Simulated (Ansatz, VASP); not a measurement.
Given: the input of a run of Ansatz 0.2.0 on SnO2.

File input.yaml:

```yaml
crystal:
  lattice:
    - [0.0, 2.57415, 2.57415]
    - [2.57415, 0.0, 2.57415]
    - [2.57415, 2.57415, 0.0]
  atoms:
    - { symbol: Sn, position: [0.0, 0.0, 0.0] }
    - { symbol: O, position: [0.75, 0.75, 0.75] }
    - { symbol: O, position: [0.25, 0.25, 0.25] }
hamiltonian:
  xc: pbe
  pseudopotentials: { kind: paw }
  dispersion: d3bj
kpoints:
  mp_grid: { grid: [9, 9, 9] }
scf:
  occupations: { method: fermi_dirac, width: 0.05 }
output:
  forces: true
  stress: true
  eigenvalues: true
relax:
  f_tol: 0.01
  max_steps: 40
  cell: { stress_tol: 0.05 }
```

Potentials or basis: Ansatz PAW.

The run is started by

```sh
$ ansatz run input.yaml --threads 2 --pin off --max-ram 5632MiB --backend cpu --events-out ev --progress --plain --runs-dir out
```

Translate it to VASP 6.6.1. Potentials there: VASP PAW PBE potentials, release 64 (Sn_d, O).

As run (the cutoff follows the program's own potentials):

The input INCAR:

```
ALGO     = Normal         # electronic algorithm
EDIFF    = 1E-6           # SCF threshold, eV
EDIFFG   = -0.01          # ionic threshold
ENCUT    = 600            # plane-wave cutoff, eV
GGA      = PE             # functional
IBRION   = 2              # ionic algorithm
ISIF     = 3              # what is computed and relaxed
ISMEAR   = -1             # smearing method
IVDW     = 12             # dispersion correction
LASPH    = T              # aspherical terms in the spheres
LCHARG   = F              # write CHGCAR
LREAL    = F              # projectors in reciprocal space
LWAVE    = F              # write WAVECAR
NELM     = 80             # most SCF steps
NSW      = 60             # ionic steps
PREC     = Accurate       # precision mode
SIGMA    = 0.05           # smearing width, eV
```

Contents of KPOINTS:

```
k-points
0
Gamma
  9 9 9
```

The input POSCAR:

```
SnO2
1.0
    0.0000000000      2.5741500000      2.5741500000
    2.5741500000      0.0000000000      2.5741500000
    2.5741500000      2.5741500000      0.0000000000
Sn O
1 2
Direct
    0.0000000000      0.0000000000      0.0000000000
    0.7500000000      0.7500000000      0.7500000000
    0.2500000000      0.2500000000      0.2500000000
```

Potentials or basis: VASP PAW PBE potentials, release 64 (Sn_d, O).

Launch:

```sh
$ cat potpaw_PBE.64/Sn_d/POTCAR potpaw_PBE.64/O/POTCAR > POTCAR
$ mpirun -np 1 vasp_std > vasp.out
```

Both were run:

|  | VASP | Ansatz | Ansatz less VASP |
| --- | --- | --- | --- |
| relaxed volume (Å³/atom) | 11.16 | 11.14 | -0.020 |
| relaxed cell length with the largest relative difference (Å) | 3.618 | 3.615 | -0.0021 |

Noted on Ansatz's run: Pulay correction over one GPa; the plane-wave basis is chosen anew once the cell has moved, so the energies of steps on either side of that aren't comparable.
